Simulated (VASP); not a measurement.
Runs of VASP 6.6.1 on W. The structure is that of space group I4_1/amd (No. 141), or close to it. The cells are those of the table. 

```csv
task,cell,cutoff (eV),gap on the mesh (eV),pressure (GPa)
single point,"a = 3.180 Å, angles 97.0, 97.0, 139.2°, 2 atoms",520,none,453.5
relaxation of cell and atoms,"relaxed to 430 GPa from a = 3.182 Å, angles 97.0, 97.0, 139.2°, 2 atoms",600,none,430.0
relaxation of cell and atoms,"relaxed to 430 GPa from a = 3.132 Å, angles 97.5, 97.5, 137.5°, 2 atoms",600,none,430.0
single point,"a = 3.182 Å, angles 97.0, 97.0, 139.2°, 2 atoms",520,none,(a)
```

Alike in all rows: level PBE; potentials or basis VASP PAW PBE potentials, release 64 (W_sv); no spin polarisation; k mesh 19 × 19 × 19; smearing fermi-dirac 0.05 eV.

Estimate the missing entries.

(a) 450.8.

Caveats: spin-orbit coupling is left out, which moves the levels of the heavy elements; the cell stands under pressure (at least some runs); the cell is relaxed towards a set pressure, so the run minimises the enthalpy, not the energy (at least some runs).

A k mesh can miss the band edges, and the runs leave out spin-orbit coupling on W.

A gap of «none» marks levels without a gap at the run's occupations.
